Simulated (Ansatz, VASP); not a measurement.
# Hf3H2 in VASP and in Ansatz

File INCAR:

```
SYSTEM = Hf3H2
PREC     = Accurate       ! precision mode
ENCUT    = 600            ! plane-wave cutoff, eV
EDIFF    = 1E-7           ! SCF threshold, eV
ISMEAR   = 0              ! smearing method
SIGMA    = 0.1            ! smearing width, eV
LREAL    = .FALSE.        ! projectors in reciprocal space
LASPH    = .TRUE.         ! aspherical terms in the spheres
NELM     = 80             ! most SCF steps
ALGO     = Normal         ! electronic algorithm
ISIF     = 3              ! what is computed and relaxed
LWAVE    = .FALSE.        ! write WAVECAR
LCHARG   = .FALSE.        ! write CHGCAR
GGA      = PE             ! functional
IBRION   = 2              ! ionic algorithm
NSW      = 90             ! ionic steps
EDIFFG   = -0.04          ! ionic threshold
```

The input KPOINTS:

```
Automatic mesh
0
G
  6 6 4
  0 0 0
```

POSCAR

```
Hf3H2
1.0
    3.7181653255      0.0000000000      0.0000000000
   -1.8590826627      3.2200256273      0.0000000000
    0.0000000000      0.0000000000      5.7848612805
Hf H
3 2
Direct
    0.0000000000      0.0000000000      0.0000000000
    0.3333333333      0.6666666667      0.6450000000
    0.6666666667      0.3333333333      0.3550000000
    0.3333333333      0.6666666667      0.2450000000
    0.6666666667      0.3333333333      0.7550000000
```

Input for Ansatz:

```yaml
crystal:
  lattice:
    - [3.7181653255, 0.0, 0.0]
    - [-1.8590826627, 3.2200256273, 0.0]
    - [0.0, 0.0, 5.7848612805]
  atoms:
    - { symbol: Hf, position: [0.0, 0.0, 0.0] }
    - { symbol: Hf, position: [0.3333333333, 0.6666666667, 0.645] }
    - { symbol: Hf, position: [0.6666666667, 0.3333333333, 0.355] }
    - { symbol: H, position: [0.3333333333, 0.6666666667, 0.245] }
    - { symbol: H, position: [0.6666666667, 0.3333333333, 0.755] }
basis:
  ecutwfc: 420
kpoints:
  mp_grid: { grid: [6, 6, 4] }
hamiltonian:
  xc: pbe
scf:
  occupations: { method: gaussian, width: 0.1 }
  lower_state_search: "off"
output:
  forces: true
  stress: true
  eigenvalues: true
relax:
  adjacent_minimum: "off"
  f_tol: 0.04
  max_steps: 70
  cell: { stress_tol: 0.4 }
```

Alike in both runs: task relaxation of cell and atoms; functional PBE; k mesh 6 × 6 × 4; occupations gaussian, width 0.1 eV; no spin polarisation.

```csv
,VASP,Ansatz
version,VASP 6.6.1,Ansatz 0.2.0
potentials or method,"VASP PAW PBE potentials, release 64 (Hf_pv, H), cutoff 600 eV","scalar-relativistic, plane waves, PAW"
valence electrons in the cell,32,80
```

```tsv
	VASP	Ansatz	Ansatz less VASP
gap on the k mesh at the Fermi level, each at its own relaxed structure (eV)	none	none	-
relaxed volume (Å³/atom)	13.83	13.89	+0.062
relaxed length of the cell vector where the two differ most in proportion (Å)	7.862	7.889	+0.0277
```

A gap of «none» marks a metal or a gap that the smearing closes. VASP's potentials hold 32 valence electrons a cell and Ansatz's 80, so a difference there can come from the potentials and not from the codes.

Neither program's run includes spin-orbit coupling.
